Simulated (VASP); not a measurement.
Write the native input for VASP 6.6.1 that does the following.

- Task: single point
- Functional: PBE
- Potentials or basis: VASP PAW PBE potentials, release 64 (Mg, B)
- Cutoff: 520 eV
- k mesh: 6 × 6 × 6
- Occupations: gaussian, width 0.1 eV
- Spin: no spin polarisation
- Dipole correction: no
- Further INCAR settings: ALGO = Normal; EDIFF = 1e-06; NBANDS = 11

The structure of MgB2 lies in POSCAR:

```
MgB2
1.0
    0.0000000000      2.6483878339      2.6483878339
    2.6483878339      0.0000000000      2.6483878339
    2.6483878339      2.6483878339      0.0000000000
Mg B
1 2
Direct
    0.0000000000      0.0000000000      0.0000000000
    0.2500000000      0.2500000000      0.2500000000
    0.7500000000      0.7500000000      0.7500000000
```

The input as run:

INCAR

```
SYSTEM = MgB2
  ALGO = Normal
  EDIFF = 1E-6
  ENCUT = 520
  GGA = PE
  ISIF = 2
  ISMEAR = 0
  LASPH = .True.
  LCHARG = .False.
  LREAL = .False.
  LWAVE = .False.
  NBANDS = 11
  NELM = 60
  PREC = Accurate
  SIGMA = 0.1
```

KPOINTS

```
k-points
0
Gamma
  6 6 6
  0 0 0
```

Potentials or basis: VASP PAW PBE potentials, release 64 (Mg, B).

Launch:

```bash
$ cat potpaw_PBE.64/Mg/POTCAR potpaw_PBE.64/B/POTCAR > POTCAR
$ mpirun -np 1 vasp_std > vasp.out
```

It gave:

The pressure is 0.0 GPa and the band gap on the k mesh is zero (band 4 reaches 4.02 eV, above the bottom of band 5 at 1.04 eV).

It took 7.4 s on 1 thread of Intel(R) Xeon(R) 6975P-C (Granite Rapids), with other jobs on the host, peak memory 0.15 GiB.
